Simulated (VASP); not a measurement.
# N2 in VASP: single point with PBEsol

Aim: the single point of N2 with PBEsol.

All numbers are computed with VASP 6.6.1; they aren't measurements. Logs are shortened: lines on timing, memory, paths and dates and some standing lists are left out, and cuts for length are marked.

### 1 The cell of the first run

The cell holds a molecule in a box, 2 atoms: a = 10.000 Å, b = 10.500 Å, c = 11.000 Å, α = 90.00°, β = 90.00°, γ = 90.00°.

### 2 Single point, PBEsol

Contents of INCAR:

```
PREC = Accurate
ENCUT = 520
EDIFF = 1E-6
ISMEAR = 0
SIGMA = 0.01
LREAL = False
LASPH = True
NELM = 120
ALGO = Normal
ISIF = 2
LWAVE = False
LCHARG = False
GGA = PS
NBANDS = 12
GGA_COMPAT = False
NELMDL = -8
```

Contents of KPOINTS:

```
Automatic mesh
0
Gamma
  1 1 1
```

Contents of POSCAR:

```
N
1.0
   10.0000000000      0.0000000000      0.0000000000
    0.0000000000     10.5000000000      0.0000000000
    0.0000000000      0.0000000000     11.0000000000
N
2
Direct
    0.5000000000      0.5000000000      0.4500025919
    0.5000000000      0.5000000000      0.5499974081
```

Potentials or basis: VASP PAW PBE potentials, release 64 (N).

Command:

```bash
cat potpaw_PBE.64/N/POTCAR > POTCAR
mpirun -np 1 vasp_gam > vasp.out
```

OUTCAR:

```text
PREC = Accurate
   ENCUT = 520
   EDIFF = 1E-6
   ISMEAR = 0
   LREAL = False
   LASPH = True
   NELM = 120
   ISIF = 2
   GGA = PS
   NELMDL = -8

 ion  position               nearest neighbor table
   1  0.500  0.500  0.450-   2 1.10
   2  0.500  0.500  0.550-   1 1.10

  LATTYP: Found a simple orthorhombic cell.
 ALAT       =    10.0000000000
 B/A-ratio  =     1.0500000000
 C/A-ratio  =     1.1000000000

  Lattice vectors:

 A1 = (  10.0000000000,   0.0000000000,   0.0000000000)
 A2 = (   0.0000000000,  10.5000000000,   0.0000000000)
 A3 = (   0.0000000000,   0.0000000000,  11.0000000000)

Analysis of symmetry for initial positions (statically):
=====================================================================
 Subroutine PRICEL returns:
 Original cell was already a primitive cell.

 Routine SETGRP: Setting up the symmetry group for a
 simple orthorhombic supercell.

 Subroutine GETGRP returns: Found  8 space group operations
 (whereof  8 operations were pure point group operations)
 out of a pool of  8 trial point group operations.

The static configuration has the point symmetry D_2h.

Analysis of symmetry for dynamics (positions and initial velocities):
=====================================================================
 Subroutine PRICEL returns:
 Original cell was already a primitive cell.

 Routine SETGRP: Setting up the symmetry group for a
 simple orthorhombic supercell.

 Subroutine GETGRP returns: Found  8 space group operations
 (whereof  8 operations were pure point group operations)
 out of a pool of  8 trial point group operations.

The dynamic configuration has the point symmetry D_2h.

 Subroutine INISYM returns: Found  8 space group operations
 (whereof  8 operations are pure point group operations),
 and found     1 'primitive' translations

----------------------------------------------------------------------------------------

                                     Primitive cell

  volume of cell :    1155.0000

  direct lattice vectors                    reciprocal lattice vectors
    10.000000000  0.000000000  0.000000000     0.100000000  0.000000000  0.000000000
     0.000000000 10.500000000  0.000000000     0.000000000  0.095238095  0.000000000
     0.000000000  0.000000000 11.000000000     0.000000000  0.000000000  0.090909091

  length of vectors
    10.000000000 10.500000000 11.000000000     0.100000000  0.095238095  0.090909091

  position of ions in fractional coordinates (direct lattice)
     0.500000000  0.500000000  0.450002592
     0.500000000  0.500000000  0.549997408

  ion indices of the primitive-cell ions
   primitive index   ion index
                 1           1
                 2           2

----------------------------------------------------------------------------------------

 KPOINTS: Automatic mesh

Automatic generation of k-mesh.
 Grid dimensions read from file:
 generate k-points for:    1    1    1

 Generating k-lattice:

  Cartesian coordinates                     Fractional coordinates (reciprocal lattice)
     0.100000000  0.000000000  0.000000000     1.000000000  0.000000000  0.000000000
     0.000000000  0.095238095  0.000000000     0.000000000  1.000000000  0.000000000
     0.000000000  0.000000000  0.090909091     0.000000000  0.000000000  1.000000000

  Length of vectors
     0.100000000  0.095238095  0.090909091

  Shift w.r.t. Gamma in fractional coordinates (k-lattice)
     0.000000000  0.000000000  0.000000000

 Subroutine IBZKPT returns following result:
 ===========================================

 Found      1 irreducible k-points:

 Following reciprocal coordinates:
            Coordinates               Weight
  0.000000  0.000000  0.000000      1.000000
   k-points           NKPTS =      1   k-points in BZ     NKDIM =      1   number of bands    NBANDS=     12
   number of dos      NEDOS =    301   number of ions     NIONS =      2
   total plane-waves  NPLWV = 537600
   dimension x,y,z NGX =    80 NGY =   80 NGZ =   84
   dimension x,y,z NGXF=   160 NGYF=  160 NGZF=  168
   ions per type =               2
   NGX,Y,Z   is equivalent  to a cutoff of  13.30, 12.67, 12.70 a.u.
   NGXF,Y,Z  is equivalent  to a cutoff of  26.60, 25.33, 25.39 a.u.
 SYSTEM =  unknown system
   PREC   = accura    normal or accurate (medium, high low for compatibility)
   ISTART =      0    job   : 0-new  1-cont  2-samecut
   ICHARG =      2    charge: 1-file 2-atom 10-const
   ISPIN  =      1    spin polarized calculation?
   LNONCOLLINEAR =      F non collinear calculations
   LSORBIT =      F    spin-orbit coupling
   LASPH  =      T    aspherical Exc in radial PAW
   ENCUT  =  520.0 eV  38.22 Ry    6.18 a.u.  18.59 19.52 20.45*2*pi/ulx,y,z
   NELM   =    120;   NELMIN=  2; NELMDL= -8     # of ELM steps
   EDIFF  = 0.1E-05   stopping-criterion for ELM
   LREAL  =      F    real-space projection
   EDIFFG = 0.1E-04   stopping-criterion for IOM
   NSW    =      0    number of steps for IOM
   IBRION =     -1    ionic relax: 0-MD 1-quasi-New 2-CG
   NFREE  =      0    steps in history (QN), initial steepest desc. (CG)
   ISIF   =      2    stress and relaxation
   ISYM   =      2    0-nonsym 1-usesym 2-fastsym
   POTIM  = 0.5000    time-step for ionic-motion
   TEBEG  =    0.0;   TEEND  =   0.0 temperature during run
   PSTRESS=    0.0 pullay stress
   NELECT =      10.0000    total number of electrons
   NUPDOWN=      -1.0000    fix difference up-down
   EMIN   =  10.00;   EMAX   =-10.00  energy-range for DOS
   EFERMI =   0.00;   METHOD = LEGACY
   ISMEAR =     0;   SIGMA  =   0.01  broadening in eV -4-tet -1-fermi 0-gaus
   EFERMI_NEDOS =   21; number of points for ismear=-14 and -15
   IALGO  =     38    algorithm
   IMIX   =      4    mixing-type and parameters
     AMIX     =   0.40;   BMIX     =  1.00
     AMIX_MAG =   1.60;   BMIX_MAG =  1.00
  volume/ion in A,a.u.               =     577.50      3897.16
  Fermi-wavevector in a.u.,A,eV,Ry     =   0.336161  0.635252  1.537517  0.113004
  Thomas-Fermi vector in A             =   1.236311
   LORBIT       =      0    0 simple, 1 ext, 2 COOP (PROOUT), +10 PAW based schemes
   GGA     = PS    functional components
   LHFCALC =     F    Hartree Fock is set to
   AEXX    =    0.0000 exact exchange contribution
   IVDW    =     0    specifies the selected vdW correction
   LEPSILON=     F    determine dielectric tensor
   LRPA    =     F    only Hartree local field effects (RPA)
 non-spin polarized calculation
 Gauss-broadening in eV      SIGMA  =   0.01
  energy-cutoff  :      520.00
  volume of cell :     1155.00
 maximum number of plane-waves:     15548
 NGX is ok and might be reduce to    80
   NGX = 37   NGY = 39   NGZ = 41

 number of electron      10.0000002 magnetization

 Free energy of the ion-electron system (eV)
  ---------------------------------------------------
  ext. energy  EPLUGINS =         0.00000000
  ---------------------------------------------------
  free energy    TOTEN  =       -17.05056564 eV

  energy without entropy =      -17.05056564  energy(sigma->0) =      -17.05056564

 E-fermi :  -9.9746     XC(G=0):  -0.5086

 val. band max:      -10.0361697231   @ k =   0.0000   0.0000   0.0000
 cond. band min:      -1.8481237508   @ k =   0.0000   0.0000   0.0000
 fundamental gap:      8.1880459723
 Fermi energy:        -9.9746259745

 k-point     1 :       0.0000    0.0000    0.0000
  band No.  band energies     occupation
      1     -28.2208      2.00000
      2     -13.2394      2.00000
      3     -11.5440      2.00000
      4     -11.5440      2.00000
      5     -10.0362      2.00000
      6      -1.8481      0.00000
      7      -1.8480      0.00000
      8      -0.1481      0.00000
      9       1.0150      0.00000
     10       1.0723      0.00000
     11       1.0923      0.00000
     12       1.2918      0.00000

------------------------ aborting loop because EDIFF is reached ----------------------------------------

  FORCE on cell =-STRESS in cart. coord.  units (eV):
  Direction    XX          YY          ZZ          XY          YZ          ZX
  --------------------------------------------------------------------------------------
  -------------------------------------------------------------------------------------
  Total       -0.0593810     -0.0591162      1.9703705      0.0000000      0.0000000      0.0000000
  in kB       -0.0823713     -0.0820040      2.7332319      0.0000000      0.0000000      0.0000000
  external PRESSURE =       0.8562855 kB  Pullay stress =       0.0000000 kB

 VOLUME and BASIS-vectors are now :
 -----------------------------------------------------------------------------
  energy-cutoff  :      520.00
  volume of cell :     1155.00
      direct lattice vectors                 reciprocal lattice vectors
    10.000000000  0.000000000  0.000000000     0.100000000  0.000000000  0.000000000
     0.000000000 10.500000000  0.000000000     0.000000000  0.095238095  0.000000000
     0.000000000  0.000000000 11.000000000     0.000000000  0.000000000  0.090909091

 POSITION                                       TOTAL-FORCE (eV/Angst)
 -----------------------------------------------------------------------------------
      5.00000      5.25000      4.95003         0.000000      0.000000     -1.872838
      5.00000      5.25000      6.04997         0.000000      0.000000      1.872838
 -----------------------------------------------------------------------------------
    total drift:                                0.000000      0.000000      0.000000

  FREE ENERGIE OF THE ION-ELECTRON SYSTEM (eV)
  ---------------------------------------------------
  free  energy   TOTEN  =       -17.0505656414 eV

  energy  without entropy=      -17.0505656414  energy(sigma->0) =      -17.05056564
```

It took 66 s on 1 thread of AMD EPYC 7R43 (Zen 3), shared host; peak memory 0.83 GiB.

Results:

* Free energy: -17.0506 eV
* Largest force: 1.873 eV/Å
* Gap between the frontier levels: 8.19 eV

Forces in eV/Å, atoms in the order of the input:
```
N    0.000  0.000 -1.873
N    0.000  0.000  1.873
```

Levels at points of the mesh, in eV from the valence-band top:
```
           k point  band 1  band 2  band 3  band 4  band 5  band 6  band 7  band 8  band 9  band 10
(0.00, 0.00, 0.00)  -18.18   -3.20   -1.51   -1.51    0.00    8.19    8.19    9.89   11.05    11.11
```

Caveat: the standard files for N, O and F lose accuracy on very short bonds; the PAW data sets were made with another functional, which shifts forces and pressure a little.
